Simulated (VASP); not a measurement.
# SnO (Cmme) in VASP: notebook, part 2 of 2

VASP 6.6.1.

## Step 4: Single point, PBE (strain -0.0100 x Voigt [0, 0, 0, 0, 0, 1])

INCAR

```
SYSTEM = SnO
PREC = Accurate
ENCUT = 520
EDIFF = 1E-6
ISMEAR = 0
SIGMA = 0.15
LREAL = .False.
LASPH = .True.
NELM = 60
ALGO = Normal
ISIF = 2
LWAVE = .False.
LCHARG = .True.
GGA = PE
LELF = .True.
LVHAR = .True.
NBANDS = 28
```

KPOINTS

```
regular mesh
0
Gamma
  12 12 10
  0 0 0
```

POSCAR

```
SnO
1.0
    3.8020000000     -0.0190100000      0.0000000000
   -0.0190100000      3.8020000000      0.0000000000
    0.0000000000      0.0000000000      4.8360000000
Sn O
2 2
Direct
    0.0000000000      0.5000000000      0.2385000000
    0.5000000000      0.0000000000      0.7615000000
    0.0000000000      0.0000000000      0.0000000000
    0.5000000000      0.5000000000      0.0000000000
```

Launch:

```
$ cat potpaw_PBE.64/Sn_d/POTCAR potpaw_PBE.64/O/POTCAR > POTCAR
$ mpirun -np 1 vasp_std > vasp.out
```

Run time: 5.9 min. Hardware: 1 thread of Intel Xeon 6975P-C, shared host; peak memory 0.48 GiB.

The run converged. Its results:

| Property | Result |
| --- | --- |
| Free energy | -22.6682 eV |
| Pressure | 4.4 GPa |
| Largest force | 0.438 eV/Å |

Forces in eV/Å, atoms in the order of the input:
```
Sn   0.000  0.000  0.438
Sn   0.000  0.000 -0.438
O    0.000  0.000  0.000
O    0.000  0.000  0.000
```

Stress tensor (GPa, compression positive):
```
4.83 0.83 0.00
0.83 4.83 0.00
0.00 0.00 3.63
```

Levels at points of the mesh, in eV from the Fermi level:
| k point | band 17 | band 18 | band 19 | band 20 | band 21 | band 22 | band 23 | band 24 |
| --- | --- | --- | --- | --- | --- | --- | --- | --- |
| (0.00, 0.00, 0.00) | -3.64 | -3.39 | -3.25 | -0.10 | 1.99 | 4.27 | 4.51 | 4.57 |
| (0.50, 0.00, 0.00) | -5.00 | -5.00 | -2.87 | -2.87 | 3.07 | 3.07 | 5.78 | 5.78 |
| (0.50, 0.50, 0.00) | -2.70 | -2.61 | -2.06 | -2.00 | -0.09 | -0.06 | 4.29 | 4.37 |
| (0.00, 0.00, 0.50) | -3.40 | -3.27 | -3.24 | -2.38 | 1.59 | 2.78 | 2.85 | 3.56 |
| (0.50, 0.00, 0.50) | -4.96 | -4.96 | -1.89 | -1.89 | 2.46 | 2.46 | 5.29 | 5.29 |
| (0.50, 0.50, 0.50) | -2.89 | -2.77 | -2.70 | -2.61 | 2.18 | 2.20 | 3.91 | 3.95 |

Caveat: the cell differs from its parent crystal (strain -0.0100 x Voigt [0, 0, 0, 0, 0, 1]); spin-orbit coupling is left out, which moves the levels of the heavy elements.

## Step 5: Single point, PBE (strain +0.0075 x Voigt [0, 0, 0, 0, 0, 1])

INCAR

```
PREC = Accurate
ENCUT = 520
EDIFF = 1E-6
ISMEAR = 0
SIGMA = 0.15
LREAL = False
LASPH = True
NELM = 80
ALGO = Normal
ISIF = 2
LWAVE = False
LCHARG = False
GGA = PE
NBANDS = 28
```

KPOINTS

```
Automatic mesh
0
Gamma
  12 12 10
```

POSCAR, as its differences from that of step 4:

```diff
@@ -2,4 +2,4 @@
 1.0
-    3.8020000000     -0.0190100000      0.0000000000
-   -0.0190100000      3.8020000000      0.0000000000
+    3.8020000000      0.0142575000      0.0000000000
+    0.0142575000      3.8020000000      0.0000000000
     0.0000000000      0.0000000000      4.8360000000
```

Launch:

```
$ cat potpaw_PBE.64/Sn_d/POTCAR potpaw_PBE.64/O/POTCAR > POTCAR
$ mpirun -np 1 vasp_std > vasp.out
```

Wall time 2.4 min (1 thread of Intel Xeon 6975P-C (Granite Rapids), shared host); peak memory 0.48 GiB.

The run converged. Its results:

```
Free energy   : -22.6690 eV
Pressure      : 4.4 GPa
Largest force : 0.438 eV/Å
```

Forces on the atoms (eV/Å):
```
Sn   0.000  0.000  0.438
Sn   0.000  0.000 -0.438
O    0.000  0.000  0.000
O    0.000  0.000  0.000
```

Stress tensor (GPa, compression positive):
```
 4.83 -0.62  0.00
-0.62  4.83  0.00
 0.00  0.00  3.63
```

Levels at points of the mesh, in eV from the Fermi level:
| k point | band 16 | band 17 | band 18 | band 19 | band 20 | band 21 | band 22 | band 23 | band 24 | band 25 |
| --- | --- | --- | --- | --- | --- | --- | --- | --- | --- | --- |
| (0.00, 0.00, 0.00) | -6.42 | -3.64 | -3.37 | -3.27 | -0.10 | 1.99 | 4.27 | 4.52 | 4.57 | 5.60 |
| (0.50, 0.00, 0.00) | -5.17 | -5.00 | -5.00 | -2.87 | -2.87 | 3.07 | 3.07 | 5.78 | 5.78 | 5.90 |
| (0.50, 0.50, 0.00) | -5.28 | -2.69 | -2.62 | -2.05 | -2.01 | -0.08 | -0.07 | 4.30 | 4.36 | 7.13 |
| (0.00, 0.00, 0.50) | -3.70 | -3.39 | -3.29 | -3.24 | -2.38 | 1.59 | 2.79 | 2.84 | 3.56 | 7.80 |
| (0.50, 0.00, 0.50) | -5.63 | -4.96 | -4.96 | -1.89 | -1.89 | 2.46 | 2.46 | 5.29 | 5.29 | 6.58 |
| (0.50, 0.50, 0.50) | -5.74 | -2.87 | -2.78 | -2.69 | -2.63 | 2.18 | 2.20 | 3.91 | 3.94 | 5.48 |

Caveat: the cell differs from its parent crystal (strain +0.0075 x Voigt [0, 0, 0, 0, 0, 1]); spin-orbit coupling is left out, which moves the levels of the heavy elements.

## Step 6: Single point, PBE (strain +0.0025 x Voigt [0, 0, 0, 0, 0, 1])

INCAR

```
SYSTEM = SnO
PREC = Accurate ; ENCUT = 520
EDIFF = 1E-6 ; ISMEAR = 0
SIGMA = 0.15 ; LREAL = .False.
LASPH = .True. ; NELM = 60
ALGO = Normal ; ISIF = 2
LWAVE = .False. ; LCHARG = .True.
GGA = PE ; LELF = .True.
LVHAR = .True. ; NBANDS = 28
```

KPOINTS

```
regular mesh
0
Gamma
  12 12 10
  0 0 0
```

POSCAR, as its differences from that of step 5:

```diff
@@ -2,4 +2,4 @@
 1.0
-    3.8020000000      0.0142575000      0.0000000000
-    0.0142575000      3.8020000000      0.0000000000
+    3.8020000000      0.0047525000      0.0000000000
+    0.0047525000      3.8020000000      0.0000000000
     0.0000000000      0.0000000000      4.8360000000
```

Potentials or basis: VASP PAW PBE potentials, release 64 (Sn_d, O).

Launch:

```
$ cat potpaw_PBE.64/Sn_d/POTCAR potpaw_PBE.64/O/POTCAR > POTCAR
$ mpirun -np 1 vasp_std > vasp.out
```

Run time: 2.4 min. Hardware: 1 thread of Intel Xeon 6975P-C (Granite Rapids), shared host; peak memory 0.48 GiB.

The run converged. Its results:

- Free energy: -22.6699 eV
- Pressure: 4.4 GPa
- Largest force: 0.438 eV/Å

Forces on the atoms (eV/Å):
```
Sn   0.000  0.000  0.438
Sn   0.000  0.000 -0.438
O    0.000  0.000  0.000
O    0.000  0.000  0.000
```

Stress tensor (GPa, compression positive):
```
 4.82 -0.21  0.00
-0.21  4.82  0.00
 0.00  0.00  3.63
```

Levels at points of the mesh, in eV from the Fermi level:
```
           k point  band 17  band 18  band 19  band 20  band 21  band 22  band 23  band 24
(0.00, 0.00, 0.00)    -3.64    -3.34    -3.30    -0.10     1.99     4.27     4.53     4.55
(0.50, 0.00, 0.00)    -5.00    -5.00    -2.87    -2.87     3.07     3.07     5.79     5.79
(0.50, 0.50, 0.00)    -2.67    -2.65    -2.04    -2.02    -0.08    -0.07     4.32     4.34
(0.00, 0.00, 0.50)    -3.35    -3.32    -3.24    -2.38     1.59     2.81     2.83     3.56
(0.50, 0.00, 0.50)    -4.96    -4.96    -1.89    -1.89     2.46     2.46     5.29     5.29
(0.50, 0.50, 0.50)    -2.84    -2.81    -2.67    -2.65     2.19     2.19     3.92     3.93
```

Caveat: the cell differs from its parent crystal (strain +0.0025 x Voigt [0, 0, 0, 0, 0, 1]); spin-orbit coupling is left out, which moves the levels of the heavy elements.

## Step 7: Summary

```csv
cell,pressure (GPa),largest force (eV/Å)
"a = 3.802, b = 3.802, c = 4.836 Å, angles 90.0, 90.0, 91.1°, 4 atoms",4.5,0.44
"a = 3.802, b = 3.802, c = 4.836 Å, angles 90.0, 90.0, 89.1°, 4 atoms",4.4,0.44
"a = 3.802, b = 3.802, c = 4.836 Å, angles 90.0, 90.0, 90.6°, 4 atoms",4.4,0.44
"a = 3.802, b = 3.802, c = 4.836 Å, angles 90.0, 90.0, 89.6°, 4 atoms",4.4,0.44
"a = 3.802, b = 3.802, c = 4.836 Å, angles 90.0, 90.0, 89.9°, 4 atoms",4.4,0.44
```

Alike in all rows: task single point; level PBE; potentials or basis VASP PAW PBE potentials, release 64 (Sn_d, O); no spin polarisation; k mesh 12 × 12 × 10; cutoff (eV) 520; smearing gaussian 0.15 eV.

Caveats: spin-orbit coupling is left out, which moves the levels of the heavy elements.

Absolute energies hang on the potentials; compare differences alone.
